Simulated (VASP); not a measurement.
Crystal: YGe2S3.

```xyz
6
Lattice="5.8809 0.0000 0.0000 -2.9405 5.0930 0.0000 0.0000 0.0000 4.1306" Properties=species:S:1:pos:R:3 pbc="T T T"
Y     0.0000    0.0000    3.6713
Ge    2.9405    1.6977    3.9783
Ge    0.0000    3.3953    3.9783
S     1.4702    2.5465    1.8981
S     2.9405    0.0000    1.8981
S    -1.4702    2.5465    1.8981
```

The cell was generated, and may not be a known phase.

| Property | Result |
| --- | --- |
| Program | VASP 6.6.1 |
| Task | relaxation of cell and atoms |
| Functional | PBE |
| Potentials or basis | VASP PAW PBE potentials, release 64 (Y_sv, Ge_d, S) |
| Cutoff | 600 eV |
| k mesh | 3 × 3 × 4 |
| Occupations | gaussian, width 0.1 eV |
| Spin | no spin polarisation |

At the start: pressure -0.1 GPa; volume 20.62 Å³/atom.

Problem. How do energy, volume and symmetry change on relaxing?

Solution. Over 37 steps the energy falls by 523.4 meV/atom and the volume is 25.31 Å³/atom (+22.8 %); space group P6mm (No. 183, to 0.1 Å) before and after.

The path:
```tsv
step	energy change (eV)	largest force (eV/Å)	pressure (GPa)	volume (Å³)
1	0.0000	0.4817	-0.06	123.72
2	-0.2170	0.5688	0.97	123.51
3	-1.2643	0.7757	2.36	121.93
4	0.8209	0.6657	14.83	114.04
5	-1.4071	0.6376	4.28	120.67
6	-1.4814	0.6540	2.88	124.65
7	-1.4872	0.6553	2.25	126.36
8	-1.5579	0.7233	0.48	129.36
9	-1.5800	0.7782	-0.99	132.18
10	-1.6095	0.8277	-0.82	131.57
11	-1.6932	0.9601	-0.29	129.73
12	-1.8228	1.1474	1.10	126.04
13	-1.8072	1.0845	5.74	118.57
14	-1.8797	1.2108	2.81	122.87
15	-1.8940	1.2061	2.86	122.82
16	-1.9364	1.1861	3.01	122.68
17	-2.0168	1.1184	3.32	122.38
18	-2.1487	0.8874	3.97	121.78
19	-2.2353	0.2927	5.30	120.55
20	-2.4340	0.3937	3.45	123.77
21	-2.6266	0.6113	-0.99	133.67
22	-2.6350	0.5829	-0.39	132.05
23	-2.6722	0.5372	-0.01	131.43
24	-2.7174	0.3161	1.32	129.71
25	-2.7510	0.2954	0.83	131.52
26	-2.8079	0.1547	0.02	137.03
27	-2.8597	0.1451	0.15	138.41
28	-2.9949	0.0209	0.22	142.43
29	-3.0916	0.5840	0.84	150.04
30	-3.0973	0.3265	-1.29	157.28
31	-3.1197	0.2528	-0.34	153.83
32	-3.1276	0.2208	0.06	152.28
33	-3.1288	0.2041	0.27	151.50
34	-3.1339	0.1408	-0.07	152.09
35	-3.1347	0.1285	-0.26	152.44
36	-3.1378	0.0886	-0.17	152.25
37	-3.1404	0.0055	0.00	151.87
```

Final structure:
```
CELL_PARAMETERS angstrom
6.35097 0.00000 0.00000
-3.17548 5.50010 0.00000
0.00000 0.00000 4.34776
ATOMIC_POSITIONS crystal
Y 0.00000 0.00000 0.54891
Ge 0.66667 0.33333 0.93529
Ge 0.33333 0.66667 0.93529
S 0.50000 0.50000 0.59138
S 0.50000 0.00000 0.59138
S 0.00000 0.50000 0.59138
```

Caveat: the k points lie up to 0.38 Å⁻¹ apart in the final cell, too coarse for converged energies and pressures of a metal; the volume moved by over 15 % at a fixed basis, so the end points are rough.
